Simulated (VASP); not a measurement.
Write the native input for VASP 6.6.1 that does the following.

```
Task                   : single point
Functional             : PBEsol
Potentials or basis    : VASP PAW PBE potentials, release 64 (Al, Ni)
Cutoff                 : 520 eV
k mesh                 : 16 × 16 × 16
Occupations            : gaussian, width 0.15 eV
Spin                   : no spin polarisation
Dipole correction      : no
Further INCAR settings : ALGO = Fast; EDIFF = 1e-06; NBANDS = 14
```

The structure of AlNi lies in POSCAR:

```
AlNi
1.0
    2.0548796087     -2.0548250032      0.0000000000
    2.0548796087      2.0548250032      0.0000000000
    0.0000000000      0.0000000000      2.7159000000
Al Ni
1 1
Direct
    0.0000000000      0.0000000000      0.0000000000
    0.5000000000      0.5000000000      0.5000000000
```

These files were run (other wordings do the same):

INCAR

```
  PREC = Accurate
  ENCUT = 520
  EDIFF = 1E-6
  ISMEAR = 0
  SIGMA = 0.15
  LREAL = F
  LASPH = T
  NELM = 80
  ALGO = Fast
  ISIF = 2
  LWAVE = F
  LCHARG = T
  GGA = PS
  LELF = T
  LVHAR = T
  NBANDS = 14
```

KPOINTS

```
regular mesh
0
Gamma
  16 16 16
```

Potentials or basis: VASP PAW PBE potentials, release 64 (Al, Ni).

Command:

```console
$ cat potpaw_PBE.64/Al/POTCAR potpaw_PBE.64/Ni/POTCAR > POTCAR
$ mpirun -np 1 vasp_std > vasp.out
```

It gave:

```
Pressure : 4.3 GPa
```

Caveat: the PAW data sets were made with another functional, which shifts forces and pressure a little.

It took 100 s on 1 thread of AMD EPYC 9R45 96-Core Processor (Zen 5), on a shared host, peak memory 0.29 GiB.
